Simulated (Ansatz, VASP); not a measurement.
# One calculation of Rh, two programs

Contents of INCAR:

```
PREC = Accurate ; ENCUT = 520
EDIFF = 1E-7 ; ISMEAR = -1
SIGMA = 0.05 ; LREAL = False
LASPH = True ; NELM = 80
ALGO = Normal ; ISIF = 2
LWAVE = False ; LCHARG = False
GGA = CA ; NBANDS = 38
```

The input KPOINTS:

```
Automatic mesh
0
Gamma
  10 10 3
```

Contents of POSCAR:

```
Rh
1.0
    2.7271663744      0.0000000000      0.0000000000
   -1.3635831872      2.3617953592      0.0000000000
    0.0000000000      0.0000000000      8.9138474877
Rh
4
Direct
    0.0000000000      0.0000000000      0.0000000000
    0.3333333333      0.6666666667      0.2500000000
    0.0000000000      0.0000000000      0.5000000000
    0.6666666667      0.3333333333      0.7500000000
```

Input for Ansatz:

```yaml
crystal:
  lattice:
    - [2.72716637443537, 0.0, 0.0]
    - [-1.363583187217685, 2.3617953591689567, 0.0]
    - [0.0, 0.0, 8.913847487678908]
  atoms:
    - { symbol: Rh, position: [0.0, 0.0, 0.0] }
    - { symbol: Rh, position: [0.3333333333333333, 0.6666666666666666, 0.25] }
    - { symbol: Rh, position: [0.0, 0.0, 0.5] }
    - { symbol: Rh, position: [0.6666666666666666, 0.3333333333333333, 0.75] }
basis:
  ecutwfc: 500.0
kpoints:
  mp_grid:
    grid: [10, 10, 3]
hamiltonian:
  xc: lda
scf:
  mixing:
    algorithm: anderson
    beta: 0.6
    ndim: 8
  occupations:
    method: fermi_dirac
    width: 0.05
output:
  stress: true
```

Alike in both runs: task single point; functional LDA; k mesh 10 × 10 × 3; occupations fermi-dirac, width 0.05 eV; no spin polarisation.

|  | VASP | Ansatz |
| --- | --- | --- |
| version | VASP 6.6.1 | Ansatz 0.2.0 |
| potentials or method | VASP PAW LDA potentials, release 64 (Rh_pv), cutoff 520 eV | plane waves, PAW |
| valence electrons in the cell | 60 | 68 |

VASP gave:

- pressure (GPa): -20.1
- traceless stress, the component that is largest in VASP (GPa): 0.31

Q: What did Ansatz give for the same quantities?

A: Pressure (GPa): -20.8; traceless stress, the component that is largest in VASP (GPa): 0.32.

LDA's correlation is that of Perdew and Zunger in VASP and of Perdew and Wang (1992) in Ansatz. VASP's potentials hold 60 valence electrons a cell and Ansatz's 68, so a difference there can come from the potentials and not from the codes.
